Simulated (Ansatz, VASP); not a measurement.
MnO in VASP and in Ansatz

Contents of INCAR:

```
ALGO     = Normal         # electronic algorithm
EDIFF    = 1E-7           # SCF threshold, eV
ENCUT    = 520            # plane-wave cutoff, eV
GGA      = PE             # functional
ISIF     = 2              # what is computed and relaxed
ISMEAR   = -1             # smearing method
ISPIN    = 2              # spin polarisation
LASPH    = T              # aspherical terms in the spheres
LCHARG   = F              # write CHGCAR
LMAXMIX  = 4              # l up to which the mixer works
LORBIT   = 11             # projections on sites
LREAL    = F              # projectors in reciprocal space
LWAVE    = F              # write WAVECAR
MAGMOM   = 5.5 5.5 0 0    # initial moments
NBANDS   = 31             # bands
NELM     = 150            # most SCF steps
PREC     = Accurate       # precision mode
SIGMA    = 0.05           # smearing width, eV
```

Contents of KPOINTS:

```
k-points
0
Gamma
  8 8 6
```

The input POSCAR:

```
MnO
1.0
    3.5827106400      0.0000000000      0.0000000000
    0.0000000000      3.5827106400      0.0000000000
    0.0000000000      0.0000000000      4.4604831500
Mn O
2 2
Direct
    0.0000000000      0.5000000000      0.0000000000
    0.5000000000      0.0000000000      0.5000000000
    0.0000000000      0.0000000000      0.2500000000
    0.0000000000      0.0000000000      0.7500000000
```

The input input.yaml:

```yaml
crystal:
  lattice:
    - [3.58271064, 0.0, 0.0]
    - [0.0, 3.58271064, 0.0]
    - [0.0, 0.0, 4.46048315]
  atoms:
    - { symbol: Mn, position: [0.0, 0.5, 0.0], spin: 5.5 }
    - { symbol: Mn, position: [0.5, 0.0, 0.5], spin: 5.5 }
    - { symbol: O, position: [0.0, 0.0, 0.25] }
    - { symbol: O, position: [0.0, 0.0, 0.75] }
hamiltonian:
  xc: pbe
  pseudopotentials: { kind: paw }
magnetization:
  spin_polarized: true
kpoints:
  mp_grid: { grid: [8, 8, 6] }
scf:
  occupations: { method: fermi_dirac, width: 0.05 }
output:
  forces: true
  stress: true
  eigenvalues: true
```

Alike in both runs: task single point; functional PBE; k mesh 8 × 8 × 6; occupations fermi-dirac, width 0.05 eV; collinear spin.

```csv
,VASP,Ansatz
version,VASP 6.6.1,Ansatz 0.2.0
potentials or method,"VASP PAW PBE potentials, release 64 (Mn_pv, O)",Ansatz PAW
plane-wave cutoff (eV),520,420
valence electrons in the cell,38,42
```

```csv
,VASP,Ansatz,Ansatz less VASP
gap on the k mesh at the Fermi level (eV),none,none,-
pressure (GPa),-12.0,-12.3,-0.35
"traceless stress, the component that is largest in VASP (GPa)",25.96,26.15,+0.187
net moment per atom (μB),1.90,1.89,-0.001
size of the moment on the site where the two differ most (μB),3.78,3.45,-0.334
```

Site moments also hang on the region over which each program counts them. A gap of «none» marks a metal or a gap that the smearing closes. With one functional, cell and mesh, what is left measures potentials, basis and numerics. VASP's potentials hold 38 valence electrons a cell and Ansatz's 42, so a difference there can come from the potentials and not from the codes.
